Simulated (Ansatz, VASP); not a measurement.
## RbBr: VASP beside Ansatz

```
Rb Br
1.0
     4.08095    0.00000    0.00000
     0.00000    4.08095    0.00000
     0.00000    0.00000    4.19290
Rb Br
1 1
Direct
  0.93057 0.00000 0.00000
  0.57427 0.50000 0.50000
```

Change from the starting cell: mode 4 frozen in at -0.311 Å, equal normal strain along x and y -0.0267.

Alike in both runs: task single point; functional PBE; k mesh 6 × 6 × 6; occupations gaussian, width 0.05 eV; no spin polarisation.

```csv
,VASP,Ansatz
version,VASP 6.6.1,Ansatz 0.2.0
potentials or method,"VASP PAW PBE potentials, release 64 (Rb_sv, Br), cutoff 520 eV","scalar-relativistic, plane waves, PAW"
valence electrons in the cell,16,16
```

```csv
,VASP,Ansatz,Ansatz less VASP
gap on the k mesh at the Fermi level (eV),4.11,4.11,+0.001
least direct gap on the mesh (eV),4.25,4.25,+0.002
pressure (GPa),2.6,2.6,-0.05
"traceless stress, the component that is largest in VASP (GPa)",0.60,0.59,-0.007
rms of the force components (eV/Å),0.300,0.296,-0.0036
```

Atom by atom the forces differ by 0.004 eV/Å (rms over components).
